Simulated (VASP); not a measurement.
Input of a VASP 6.6.1 run:

The input POSCAR:

```
GaAs
1.0
    0.0000000000      2.8230070279      2.8230070279
    2.8230070279      0.0000000000      2.8230070279
    2.8230070279      2.8230070279      0.0000000000
Ga As
1 1
Direct
    0.0000000000      0.0000000000      0.0000000000
    0.2500000000      0.2500000000      0.2500000000
```

File INCAR.step1:

```
ALGO = Normal
EDIFF = 1E-4
ENCUT = 520
GGA = PE
ISMEAR = -1
LASPH = T
LCHARG = F
LREAL = F
LWAVE = T
NBANDS = 16
NELM = 80
PREC = Accurate
SIGMA = 0.03
```

File INCAR.step2:

```
ALGO = Normal
BPARAM = 11.95
CPARAM = 0.0093
EDIFF = 1E-6
ENCUT = 520
ISIF = 2
ISMEAR = -1
ISTART = 1
IVDW_NL = 2
LASPH = T
LCHARG = F
LMIXTAU = T
LREAL = F
LUSE_VDW = T
LWAVE = F
METAGGA = R2SCAN
NBANDS = 16
NELM = 80
PREC = Accurate
SIGMA = 0.03
```

Contents of KPOINTS:

```
k-points
0
Gamma
  8 8 8
```

Potentials or basis: VASP PAW PBE potentials, release 64 (Ga_d, As).

Command:

```console
$ cat potpaw_PBE.64/Ga_d/POTCAR potpaw_PBE.64/As/POTCAR > POTCAR
$ cp INCAR.step1 INCAR
$ mpirun -np 1 vasp_std > vasp.out
$ cp INCAR.step2 INCAR
$ mpirun -np 1 vasp_std > vasp.out
```

(1) Estimate the band gap on the k mesh.

(2) Predict the pressure.

Answers

(1) 1.02 eV, direct.

(2) 0.2 GPa.

Caveat: the PAW data sets were made with another functional, which shifts forces and pressure a little.
